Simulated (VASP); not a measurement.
LiNbO3, 10 atoms in the cell. Symmetry: R3c, No. 161, trigonal system. The conventional cell has a = 5.077 Å, b = 5.077 Å, c = 13.710 Å, α = 90.00°, β = 90.00°, γ = 120.00°. Li (site symmetry 3) has 6 O at 2.04 to 2.22 Å within 2.7 Å. Within 2.4 Å of Nb (site symmetry 3) lie 6 O at 1.84 to 2.11 Å. Within 2.4 Å of O (site symmetry 1) lie 2 Nb at 1.84 to 2.11 Å and 2 Li at 2.04 to 2.22 Å. 

```yaml
Program: VASP 6.6.1
Task: single point
Functional: PBE
Potentials_or_basis: VASP PAW PBE potentials, release 64 (Li_sv, Nb_sv, O)
Cutoff: 520 eV
k_mesh: 6 × 6 × 6
Occupations: gaussian, width 0.05 eV
Spin: no spin polarisation
Dipole_correction: no
Further_INCAR_settings: ALGO = Normal; EDIFF = 1e-06; NBANDS = 45
```

Potentials or basis: VASP PAW PBE potentials, release 64 (Li_sv, Nb_sv, O).

Run with:

```sh
$ cat potpaw_PBE.64/Li_sv/POTCAR potpaw_PBE.64/Nb_sv/POTCAR potpaw_PBE.64/O/POTCAR > POTCAR
$ mpirun -np 1 vasp_std > vasp.out
```

Hardware: 1 thread of AMD EPYC 7R13, with other jobs on the host.

Q: How long does it take, and how much memory?

A: It took 3.5 min on 1 thread of AMD EPYC 7R13, on a shared host, peak memory 0.27 GiB. Counts: scf iterations 14, k points 32.
